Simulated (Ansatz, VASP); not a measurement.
One calculation of Cr, two programs

```
Cr
1.0
     9.00000    0.00000    0.00000
     0.00000    9.30000    0.00000
     0.00000    0.00000    9.60000
Cr
1
Cartesian
  4.5101 4.6826 4.7963
```

Alike in both runs: task single point; functional PBE; k mesh 1 × 1 × 1; occupations fermi-dirac, width 0.1 eV; collinear spin.

|  | VASP | Ansatz |
| --- | --- | --- |
| version | VASP 6.6.1 | Ansatz 0.2 development build |
| potentials or method | VASP PAW PBE potentials, release 64 (Cr_pv) | scalar-relativistic |
| plane-wave cutoff (eV) | 400 | 1279 |

Ansatz gave:

```
net moment per atom (μB)                                      : 6.00
size of the moment on the site where the two differ most (μB) : 5.99
```

Question: What did VASP give for the same quantities?

Answer: net moment per atom (μB): 6.00; size of the moment on the site where the two differ most (μB): 4.59.

Site moments also hang on the region over which each program counts them.
